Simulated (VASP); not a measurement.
# VO2 (P4_2/mnm) in VASP: single point with PBE

Aim: the single point of VO2 with PBE.

Program: VASP 6.6.1. These are calculated values, not measurements. Logs are shortened: lines on timing, memory, paths and dates and some standing lists are left out, and cuts for length are marked.

## Step 1: The cell of the first run

The structure is tetragonal, space group P4_2/mnm (No. 136). Conventional cell: a = 4.588 Å, b = 4.588 Å, c = 3.015 Å, α = 90.00°, β = 90.00°, γ = 90.00°. V (site symmetry mmm) has 6 O at 1.97 Å within 2.6 Å. O (site symmetry m2m) has 3 V at 1.97 Å and 1 O at 2.55 Å within 2.6 Å.

## Step 2: Single point, PBE, collinear spin, ferromagnetic start

File INCAR:

```
SYSTEM = VO2
PREC     = Accurate       ! precision mode
ENCUT    = 600            ! plane-wave cutoff, eV
EDIFF    = 1E-6           ! SCF threshold, eV
ISMEAR   = 0              ! smearing method
SIGMA    = 0.1            ! smearing width, eV
LREAL    = .False.        ! projectors in reciprocal space
LASPH    = .True.         ! aspherical terms in the spheres
NELM     = 200            ! most SCF steps
ALGO     = Normal         ! electronic algorithm
ISIF     = 2              ! what is computed and relaxed
LWAVE    = .False.        ! write WAVECAR
LCHARG   = .True.         ! write CHGCAR
ISPIN    = 2              ! spin polarisation
MAGMOM   = 2 2 0 0 0 0    ! initial moments
LORBIT   = 11             ! projections on sites
LMAXMIX  = 4              ! l up to which the mixer works
GGA      = PE             ! functional
LELF     = .True.         ! ELF
LVHAR    = .True.       
NBANDS   = 38             ! bands
GGA_COMPAT= .False.
```

File KPOINTS:

```
Automatic mesh
0
Gamma
  4 4 6
  0 0 0
```

File POSCAR:

```
VO2
1.0
    4.5876413675      0.0000000000      0.0000000000
    0.0000000000      4.5876413675      0.0000000000
    0.0000000000      0.0000000000      3.0151385990
V O
2 4
Direct
    0.0000000000      0.0000000000      0.5000000000
    0.5000000000      0.5000000000      0.0000000000
    0.1964084618      0.1964084618      0.0000000000
    0.3035915382      0.6964084618      0.5000000000
    0.8035915382      0.8035915382      0.0000000000
    0.6964084618      0.3035915382      0.5000000000
```

Potentials or basis: VASP PAW PBE potentials, release 64 (V_sv, O).

Command:

```bash
cat potpaw_PBE.64/V_sv/POTCAR potpaw_PBE.64/O/POTCAR > POTCAR
mpirun -np 1 vasp_std > vasp.out
```

OUTCAR:

```text
SYSTEM = VO2
   PREC = Accurate
   ENCUT = 600
   EDIFF = 1E-6
   ISMEAR = 0
   LREAL = .False.
   LASPH = .True.
   NELM = 200
   ISIF = 2
   ISPIN = 2
   LORBIT = 11
   GGA = PE

 ion  position               nearest neighbor table
   1  0.000  0.000  0.500-   4 1.97   6 1.97   5 1.97   3 1.97   3 1.97   5 1.97
   2  0.500  0.500  0.000-   3 1.97   5 1.97   4 1.97   6 1.97   4 1.97   6 1.97
   3  0.196  0.196  0.000-   2 1.97   1 1.97   1 1.97
   4  0.304  0.696  0.500-   1 1.97   2 1.97   2 1.97
   5  0.804  0.804  0.000-   2 1.97   1 1.97   1 1.97
   6  0.696  0.304  0.500-   1 1.97   2 1.97   2 1.97

  LATTYP: Found a simple tetragonal cell.
 ALAT       =     4.5876413675
 C/A-ratio  =     0.6572306677

  Lattice vectors:

 A1 = (   4.5876413675,   0.0000000000,   0.0000000000)
 A2 = (   0.0000000000,   4.5876413675,   0.0000000000)
 A3 = (   0.0000000000,   0.0000000000,   3.0151385990)

Analysis of symmetry for initial positions (statically):
=====================================================================
 Subroutine PRICEL returns:
 Original cell was already a primitive cell.

 Routine SETGRP: Setting up the symmetry group for a
 simple tetragonal supercell.

 Subroutine GETGRP returns: Found 16 space group operations
 (whereof  8 operations were pure point group operations)
 out of a pool of 16 trial point group operations.

The static configuration has the point symmetry D_2h.
 The point group associated with its full space group is D_4h.

Analysis of symmetry for dynamics (positions and initial velocities):
=====================================================================
 Subroutine PRICEL returns:
 Original cell was already a primitive cell.

 Routine SETGRP: Setting up the symmetry group for a
 simple tetragonal supercell.

 Subroutine GETGRP returns: Found 16 space group operations
 (whereof  8 operations were pure point group operations)
 out of a pool of 16 trial point group operations.

The dynamic configuration has the point symmetry D_2h.
 The point group associated with its full space group is D_4h.

Analysis of structural, dynamic, and magnetic symmetry:
=====================================================================
 Subroutine PRICEL returns:
 Original cell was already a primitive cell.

 Routine SETGRP: Setting up the symmetry group for a
 simple tetragonal supercell.

 Subroutine GETGRP returns: Found 16 space group operations
 (whereof  8 operations were pure point group operations)
 out of a pool of 16 trial point group operations.

The overall configuration has the point symmetry D_2h.
 The point group associated with its full space group is D_4h.

 Subroutine INISYM returns: Found 16 space group operations
 (whereof  8 operations are pure point group operations),
 and found     1 'primitive' translations

----------------------------------------------------------------------------------------

                                     Primitive cell

  volume of cell :      63.4580

  direct lattice vectors                    reciprocal lattice vectors
     4.587641367  0.000000000  0.000000000     0.217976934  0.000000000  0.000000000
     0.000000000  4.587641367  0.000000000     0.000000000  0.217976934  0.000000000
     0.000000000  0.000000000  3.015138599     0.000000000  0.000000000  0.331659712

  length of vectors
     4.587641367  4.587641367  3.015138599     0.217976934  0.217976934  0.331659712

  position of ions in fractional coordinates (direct lattice)
     0.000000000  0.000000000  0.500000000
     0.500000000  0.500000000  0.000000000
     0.196408462  0.196408462  0.000000000
     0.303591538  0.696408462  0.500000000
     0.803591538  0.803591538  0.000000000
     0.696408462  0.303591538  0.500000000

  ion indices of the primitive-cell ions
   primitive index   ion index
                 1           1
                 2           2
                 3           3
                 4           4
                 5           5
                 6           6

----------------------------------------------------------------------------------------

 KPOINTS: Automatic mesh

Automatic generation of k-mesh.
 Grid dimensions read from file:
 generate k-points for:    4    4    6

 Generating k-lattice:

[... 42 lines left out ...]
   k-points           NKPTS =     24   k-points in BZ     NKDIM =     24   number of bands    NBANDS=     38
   number of dos      NEDOS =    301   number of ions     NIONS =      6
   total plane-waves  NPLWV =  38400
   dimension x,y,z NGX =    40 NGY =   40 NGZ =   24
   dimension x,y,z NGXF=    80 NGYF=   80 NGZF=   48
   ions per type =               2   4
   NGX,Y,Z   is equivalent  to a cutoff of  14.50, 14.50, 13.23 a.u.
   NGXF,Y,Z  is equivalent  to a cutoff of  28.99, 28.99, 26.47 a.u.
 SYSTEM =  VO2
   PREC   = accura    normal or accurate (medium, high low for compatibility)
   ISTART =      0    job   : 0-new  1-cont  2-samecut
   ICHARG =      2    charge: 1-file 2-atom 10-const
   ISPIN  =      2    spin polarized calculation?
   LNONCOLLINEAR =      F non collinear calculations
   LSORBIT =      F    spin-orbit coupling
   LASPH  =      T    aspherical Exc in radial PAW
   ENCUT  =  600.0 eV  44.10 Ry    6.64 a.u.   9.16  9.16  6.02*2*pi/ulx,y,z
   NELM   =    200;   NELMIN=  2; NELMDL= -5     # of ELM steps
   EDIFF  = 0.1E-05   stopping-criterion for ELM
   LREAL  =      F    real-space projection
   EDIFFG = 0.1E-04   stopping-criterion for IOM
   NSW    =      0    number of steps for IOM
   IBRION =     -1    ionic relax: 0-MD 1-quasi-New 2-CG
   NFREE  =      0    steps in history (QN), initial steepest desc. (CG)
   ISIF   =      2    stress and relaxation
   ISYM   =      2    0-nonsym 1-usesym 2-fastsym
   POTIM  = 0.5000    time-step for ionic-motion
   TEBEG  =    0.0;   TEEND  =   0.0 temperature during run
   PSTRESS=    0.0 pullay stress
   NELECT =      50.0000    total number of electrons
   NUPDOWN=      -1.0000    fix difference up-down
   EMIN   =  10.00;   EMAX   =-10.00  energy-range for DOS
   EFERMI =   0.00;   METHOD = LEGACY
   ISMEAR =     0;   SIGMA  =   0.10  broadening in eV -4-tet -1-fermi 0-gaus
   EFERMI_NEDOS =   21; number of points for ismear=-14 and -15
   IALGO  =     38    algorithm
   IMIX   =      4    mixing-type and parameters
     AMIX     =   0.40;   BMIX     =  1.00
     AMIX_MAG =   1.60;   BMIX_MAG =  1.00
  volume/ion in A,a.u.               =      10.58        71.37
  Fermi-wavevector in a.u.,A,eV,Ry     =   1.512061  2.857382 31.107405  2.286330
  Thomas-Fermi vector in A             =   2.622036
   LORBIT       =     11    0 simple, 1 ext, 2 COOP (PROOUT), +10 PAW based schemes
   GGA     = PE    functional components
   LHFCALC =     F    Hartree Fock is set to
   AEXX    =    0.0000 exact exchange contribution
   IVDW    =     0    specifies the selected vdW correction
   LEPSILON=     F    determine dielectric tensor
   LRPA    =     F    only Hartree local field effects (RPA)
 spin polarized calculation
 Gauss-broadening in eV      SIGMA  =   0.10
  energy-cutoff  :      600.00
  volume of cell :       63.46
 maximum number of plane-waves:      2138
 NGX is ok and might be reduce to    40
   NGX = 19   NGY = 19   NGZ = 13

 number of electron      50.0000005 magnetization       1.9998620

 Free energy of the ion-electron system (eV)
  ---------------------------------------------------
  ext. energy  EPLUGINS =         0.00000000
  ---------------------------------------------------
  free energy    TOTEN  =       -51.70819918 eV

  energy without entropy =      -51.68438628  energy(sigma->0) =      -51.69629273

 E-fermi :   5.3549     XC(G=0): -11.3853

 val. band max:        5.3436469385   @ k =   0.2500   0.0000   0.0000
 cond. band min:       5.3748726822   @ k =   0.2500   0.2500   0.3333
 fundamental gap:      0.0312257437
 Fermi energy:         5.3548958067

 spin component 1

 k-point     1 :       0.0000    0.0000    0.0000
  band No.  band energies     occupation
      1     -60.7141      1.00000
      2     -60.7072      1.00000
      3     -34.5125      1.00000
      4     -34.5125      1.00000
      5     -34.4815      1.00000
      6     -34.4650      1.00000
[... 949 lines left out ...]
     36      15.8965      0.00000
     37      17.7174      0.00000
 Fermi energy:         5.3548958067

 spin component 2

 k-point     1 :       0.0000    0.0000    0.0000
  band No.  band energies     occupation
      1     -59.5567      1.00000
      2     -59.5493      1.00000
      3     -33.3824      1.00000
      4     -33.3646      1.00000
      5     -33.3569      1.00000
      6     -33.3569      1.00000
[... 949 lines left out ...]
     36      15.9950      0.00000
     37      18.0548      0.00000
 [bands above 37 left out]

------------------------ aborting loop because EDIFF is reached ----------------------------------------

  FORCE on cell =-STRESS in cart. coord.  units (eV):
  Direction    XX          YY          ZZ          XY          YZ          ZX
  --------------------------------------------------------------------------------------
  -------------------------------------------------------------------------------------
  Total       -3.1911023     -3.1911023     -8.9662683      0.0000000      0.0000000      0.0000000
  in kB      -80.5684682    -80.5684682   -226.3789858      0.0000000      0.0000000      0.0000000
  external PRESSURE =    -129.1719741 kB  Pullay stress =       0.0000000 kB

 VOLUME and BASIS-vectors are now :
 -----------------------------------------------------------------------------
  energy-cutoff  :      600.00
  volume of cell :       63.46
      direct lattice vectors                 reciprocal lattice vectors
     4.587641367  0.000000000  0.000000000     0.217976934  0.000000000  0.000000000
     0.000000000  4.587641367  0.000000000     0.000000000  0.217976934  0.000000000
     0.000000000  0.000000000  3.015138599     0.000000000  0.000000000  0.331659712

 POSITION                                       TOTAL-FORCE (eV/Angst)
 -----------------------------------------------------------------------------------
      0.00000      0.00000      1.50757        -0.000000      0.000000      0.000000
      2.29382      2.29382      0.00000        -0.000000      0.000000      0.000000
      0.90105      0.90105      0.00000         0.017957      0.017957      0.000000
      1.39277      3.19487      1.50757        -0.017957      0.017957      0.000000
      3.68659      3.68659      0.00000        -0.017957     -0.017957     -0.000000
      3.19487      1.39277      1.50757         0.017957     -0.017957     -0.000000
 -----------------------------------------------------------------------------------
    total drift:                                0.000000      0.000000     -0.000000

  FREE ENERGIE OF THE ION-ELECTRON SYSTEM (eV)
  ---------------------------------------------------
  free  energy   TOTEN  =       -51.7081991842 eV

  energy  without entropy=      -51.6843862771  energy(sigma->0) =      -51.69629273

 total charge

# of ion       s       p       d       tot
------------------------------------------
    1        2.259   6.284   2.809  11.352
    2        2.259   6.284   2.809  11.352
    3        1.566   3.443   0.000   5.009
    4        1.566   3.443   0.000   5.009
    5        1.566   3.443   0.000   5.009
    6        1.566   3.443   0.000   5.009
--------------------------------------------------
tot         10.783  26.337   5.618  42.738

 magnetization (x)

# of ion       s       p       d       tot
------------------------------------------
    1        0.014   0.011   1.067   1.092
    2        0.014   0.011   1.067   1.092
    3       -0.002  -0.071   0.000  -0.073
    4       -0.002  -0.071   0.000  -0.073
    5       -0.002  -0.071   0.000  -0.073
    6       -0.002  -0.071   0.000  -0.073
--------------------------------------------------
tot          0.020  -0.262   2.133   1.891
```

Run time: 2 min. Hardware: 1 thread of Intel Xeon Platinum 8259CL at 2.50GHz (Skylake/Cascade Lake), shared host; peak memory 0.27 GiB.

Results:

- Free energy: -51.7082 eV
- Pressure: -12.9 GPa
- Largest force: 0.025 eV/Å
- Band gap on the k mesh: zero (filled and empty bands overlap)
- Net moment: 2.00 μB per cell
- Site moments: V +1.09; O -0.07 μB
- Valence electrons inside the program's atomic spheres: V 11.35; O 5.01

Forces in eV/Å, atoms in the order of the input:
```
V    0.000  0.000  0.000
V    0.000  0.000  0.000
O    0.018  0.018  0.000
O   -0.018  0.018  0.000
O   -0.018 -0.018  0.000
O    0.018 -0.018  0.000
```

Caveat: the cell stands under tension; semilocal functionals often make such compounds metallic where correlation or magnetic order opens a gap, which also shifts bond lengths. With open d or f shells a metallic result of PBE can be an artefact of self-interaction; +U or a hybrid may open a gap.
